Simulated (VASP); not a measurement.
The system is C.

```
C
1.0
     0.00000    1.75142    1.83900
     1.75142    0.00000    1.83900
     1.75142    1.75142    0.00000
C
2
Direct
  0.50000 0.50000 0.50000
  0.75000 0.75000 0.75000
```

This cell differs from its parent crystal: ratio of the length along z to the lengths across it x 1.05, volume and fractional coordinates fixed.

Base run:

* Program: VASP 6.6.1
* Functional: r2SCAN
* Potentials or basis: VASP PAW PBE potentials, release 64 (C)
* Cutoff: 520 eV
* k mesh: 12 × 12 × 12
* Occupations: gaussian, width 0.05 eV
* Spin: no spin polarisation

Its results: band gap on the k mesh 3.71 eV, indirect (least direct gap 5.38 eV); pressure 1.2 GPa.

Task: The run is repeated on the same cell with these changes: potentials or basis from VASP PAW PBE potentials, release 64 (C) to VASP PAW PBE potentials, release 64 (C_h); cutoff from 520 eV to 910 eV. What comes out?

Result: Band gap on the k mesh 3.74 eV, indirect (least direct gap 5.43 eV); pressure -0.7 GPa.

Caveats: the PAW data sets were made with another functional, which shifts forces and pressure a little; the cutoff is under 1.25 times the usual one of these potentials, so pressure, stress and relaxed cells hold a basis-set (Pulay) error (some runs).

A k mesh can miss the band edges.
